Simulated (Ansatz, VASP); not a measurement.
Given: the input of a run of Ansatz 0.2.0 on CdS.

input.yaml

```yaml
crystal:
  lattice:
    - [0.0, 2.8770830059, 2.8770830059]
    - [2.8770830059, 0.0, 2.8770830059]
    - [2.8770830059, 2.8770830059, 0.0]
  atoms:
    - { symbol: Cd, position: [0.0, 0.0, 0.0] }
    - { symbol: S, position: [0.75, 0.75, 0.75] }
hamiltonian:
  xc:
    exchange: hjs_pbesol
    correlation: pbesol
    exx: { coeff: 0.25, omega: 0.207 }
  pseudopotentials: { kind: paw }
kpoints:
  mp_grid: { grid: [4, 4, 4] }
scf:
  occupations: { method: fermi_dirac, width: 0.05 }
output:
  forces: true
  stress: true
  eigenvalues: true
```

Potentials or basis: Ansatz PAW.

Run with:

```sh
$ ansatz run input.yaml --threads 2 --pin off --max-ram 5632MiB --backend cpu --events-out ev --progress --plain --runs-dir out
```

Problem. Set up the same calculation for VASP 6.6.1. Potentials there: VASP PAW PBE potentials, release 64 (Cd, S).

Solution. As run (the cutoff follows the program's own potentials):

The input POSCAR:

```
CdS
1.0
    0.0000000000      2.8770830059      2.8770830059
    2.8770830059      0.0000000000      2.8770830059
    2.8770830059      2.8770830059      0.0000000000
Cd S
1 1
Direct
    0.0000000000      0.0000000000      0.0000000000
    0.7500000000      0.7500000000      0.7500000000
```

The input INCAR.step1:

```
ALGO = Normal ; EDIFF = 1E-5
ENCUT = 520 ; GGA = PE
ISIF = 2 ; ISMEAR = -1
LASPH = True ; LREAL = False
LWAVE = True ; NBANDS = 16
NELM = 60 ; PREC = Accurate
SIGMA = 0.05
```

INCAR.step2

```
AEXX = 0.25 ; ALGO = Normal
EDIFF = 1E-7 ; ENCUT = 520
GGA = PS ; HFSCREEN = 0.207
ISIF = 2 ; ISMEAR = -1
ISTART = 1 ; LASPH = True
LCHARG = True ; LELF = True
LHFCALC = True ; LREAL = False
LVHAR = True ; LWAVE = False
NBANDS = 16 ; NELM = 60
PREC = Accurate ; PRECFOCK = Normal
SIGMA = 0.05
```

KPOINTS

```
k-points
0
Gamma
  4 4 4
```

Potentials or basis: VASP PAW PBE potentials, release 64 (Cd, S).

The run is started by

```console
$ cat potpaw_PBE.64/Cd/POTCAR potpaw_PBE.64/S/POTCAR > POTCAR
$ cp INCAR.step1 INCAR
$ mpirun -np 1 vasp_std > vasp.out
$ cp INCAR.step2 INCAR
$ mpirun -np 1 vasp_std > vasp.out
```

Both were run:

|  | VASP | Ansatz | Ansatz less VASP |
| --- | --- | --- | --- |
| gap on the k mesh at the Fermi level (eV) | 2.13 | 2.12 | -0.010 |
| least direct gap on the mesh (eV) | 2.13 | 2.12 | -0.010 |
| pressure (GPa) | 2.9 | 2.4 | -0.42 |

VASP's potentials were made for PBE, not for PBEsol-based screened hybrid. The functional is the same, so the differences come from potentials, cutoffs and numerics. VASP's potentials hold 18 valence electrons a cell and Ansatz's 26, so a difference there can come from the potentials and not from the codes.

The k mesh is coarse, so the values compare programs but aren't converged.
